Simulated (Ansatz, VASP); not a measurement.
## Two plane-wave programs on Be3CdO4

```
Be Cd O
1.0
     2.86003    0.00000    0.00000
     0.00000    2.86003    0.00000
     0.00000    0.00000    8.68286
Be Cd O
3 1 4
Direct
  0.50000 0.50000 0.70889
  0.00000 0.00000 0.50000
  0.50000 0.50000 0.29111
  0.00000 0.00000 0.00000
  0.00000 0.50000 0.60406
  0.50000 0.00000 0.81034
  0.50000 0.00000 0.39594
  0.00000 0.50000 0.18966
```

Alike in both runs: task single point; functional PBE; k mesh 6 × 6 × 2; occupations gaussian, width 0.1 eV; no spin polarisation.

|  | VASP | Ansatz |
| --- | --- | --- |
| version | VASP 6.6.1 | Ansatz 0.2.0 |
| potentials or method | VASP PAW PBE potentials, release 64 (Be, Cd, O), cutoff 600 eV | scalar-relativistic, plane waves, PAW |
| valence electrons in the cell | 42 | 50 |

|  | VASP | Ansatz | Ansatz less VASP |
| --- | --- | --- | --- |
| gap on the k mesh at the Fermi level (eV) | 1.82 | 1.81 | -0.010 |
| least direct gap on the mesh (eV) | 1.82 | 1.81 | -0.010 |
| pressure (GPa) | 0.7 | 0.0 | -0.70 |
| traceless stress, the component that is largest in VASP (GPa) | 0.57 | 0.29 | -0.286 |
| rms of the force components (eV/Å) | 0.037 | 0.001 | -0.0360 |

Atom by atom the forces differ by 0.038 eV/Å (rms over components). With one functional, cell and mesh, what is left measures potentials, basis and numerics. VASP's potentials hold 42 valence electrons a cell and Ansatz's 50, so a difference there can come from the potentials and not from the codes.
